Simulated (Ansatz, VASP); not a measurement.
TaSi2: VASP beside Ansatz

```
Ta Si
1.0
     5.64927    0.00000    0.00000
     0.00000    5.64927    0.00000
     0.00000    0.00000    5.64927
Ta Si
2 4
Cartesian
  0.0000 0.0000 0.0000
  2.8246 2.8246 2.8246
  1.4123 1.4123 1.4123
  1.4123 4.2370 4.2370
  4.2370 4.2370 1.4123
  4.2370 1.4123 4.2370
```

Alike in both runs: functional PBE; k mesh 8 × 8 × 8; occupations gaussian, width 0.1 eV; no spin polarisation.

Ansatz relaxed the structure, and its values are those at the end. VASP's run is a single point on that final structure, the one shown.

|  | VASP | Ansatz |
| --- | --- | --- |
| version | VASP 6.6.1 | Ansatz 0.2.0 |
| potentials or method | VASP PAW PBE potentials, release 64 (Ta_pv, Si), cutoff 520 eV | scalar-relativistic, plane waves, PAW |
| valence electrons in the cell | 38 | 42 |

|  | VASP | Ansatz | Ansatz less VASP |
| --- | --- | --- | --- |
| gap on the k mesh at the Fermi level (eV) | none | none | - |
| pressure (GPa) | 0.0 | 0.0 | -0.01 |

A gap of «none» marks a metal or a gap that the smearing closes. VASP's potentials hold 38 valence electrons a cell and Ansatz's 42, so a difference there can come from the potentials and not from the codes.

Neither program's run includes spin-orbit coupling.
